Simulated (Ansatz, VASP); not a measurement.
**AlP: VASP beside Ansatz**

```
Al P
1.0
     0.00000    2.73200    2.73200
     2.73200    0.00000    2.73200
     2.73200    2.73200    0.00000
Al P
1 1
Direct
  0.00000 0.00000 0.00000
  0.25000 0.25000 0.25000
```

Alike in both runs: task single point; functional PBEsol; k mesh 8 × 8 × 8; no spin polarisation.

|  | VASP | Ansatz |
| --- | --- | --- |
| version | VASP 6.6.1 | Ansatz 0.2.0 |
| potentials or method | VASP PAW PBE potentials, release 64 (Al, P), cutoff 500 eV | scalar-relativistic, plane waves, PAW |
| occupations | gaussian, width 0.01 eV | fixed |
| valence electrons in the cell | 8 | 8 |

|  | VASP | Ansatz | Ansatz less VASP |
| --- | --- | --- | --- |
| gap on the k mesh at the Fermi level (eV) | 1.44 | 1.44 | +0.002 |
| least direct gap on the mesh (eV) | 3.18 | 3.18 | -0.006 |

VASP's potentials were made for PBE, not for PBEsol, and Ansatz warns of the same on its side.
